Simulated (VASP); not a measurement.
**MgO: relaxation of cell and atoms with PBEsol**

MgO:

```xyz
2
Lattice="0.0000 2.1071 2.1071 2.1071 0.0000 2.1071 2.1071 2.1071 0.0000" Properties=species:S:1:pos:R:3 pbc="T T T"
Mg    0.0000    0.0000    0.0000
O     2.1071    2.1071    2.1071
```

```json
{"Program": "VASP 6.6.1", "Task": "relaxation of cell and atoms", "Functional": "PBEsol", "Potentials or basis": "VASP PAW PBE potentials, release 64 (Mg, O)", "Cutoff": "600 eV", "k mesh": "10 × 10 × 10", "Occupations": "gaussian, width 0.01 eV", "Spin": "no spin polarisation", "Target pressure": "2 GPa", "Dipole correction": "no", "Further INCAR settings": "ALGO = Normal; EDIFF = 1e-07; IBRION = 2; EDIFFG = -0.001; NSW = 80; ISIF = 3"}
```

```json
{
  "Relaxed volume": "9.20 Å³/atom",
  "Relaxed cell": "a = 2.963 Å, b = 2.963 Å, c = 2.963 Å, α = 60.00°, β = 60.00°, γ = 60.00°",
  "Space group after relaxing (to 0.05 Å)": "Fm-3m (No. 225)",
  "Energy change on relaxing (the enthalpy is what falls)": "+0.6 meV/atom",
  "Ionic steps": "3",
  "Pressure after relaxing": "2.0 GPa",
  "Band gap on the k mesh": "4.78 eV, direct"
}
```

Step by step:
```csv
step,energy change (eV),largest force (eV/Å),pressure (GPa),volume (Å³)
1,0.0000,0.0000,-0.72,18.71
2,0.0031,0.0000,3.09,18.28
3,0.0012,0.0000,2.01,18.40
```

Final structure:
```
Mg O
1.0
     0.00000    2.09540    2.09540
     2.09540    0.00000    2.09540
     2.09540    2.09540    0.00000
Mg O
1 1
Direct
  0.00000 0.00000 0.00000
  0.50000 0.50000 0.50000
```

Levels at points of the mesh, in eV from the valence-band top:
| k point | band 1 | band 2 | band 3 | band 4 | band 5 | band 6 | band 7 | band 8 |
| --- | --- | --- | --- | --- | --- | --- | --- | --- |
| (0.00, 0.00, 0.00) | -17.28 | 0.00 | 0.00 | 0.00 | 4.78 | 15.72 | 15.72 | 15.72 |
| (0.50, 0.00, 0.00) | -15.93 | -4.75 | -0.68 | -0.68 | 7.84 | 12.67 | 16.33 | 16.33 |
| (0.50, 0.50, 0.00) | -15.66 | -4.21 | -1.39 | -1.39 | 8.94 | 10.04 | 13.13 | 19.07 |

It took 13 s on 1 thread of Intel Xeon 6975P-C, with other jobs on the host, peak memory 0.15 GiB.

Caveat: the cell is relaxed towards a set pressure, so the enthalpy falls and the energy may rise; the PAW data sets were made with another functional, which shifts forces and pressure a little. Expect the measured gap to be larger: semilocal functionals such as PBEsol lack the derivative discontinuity.
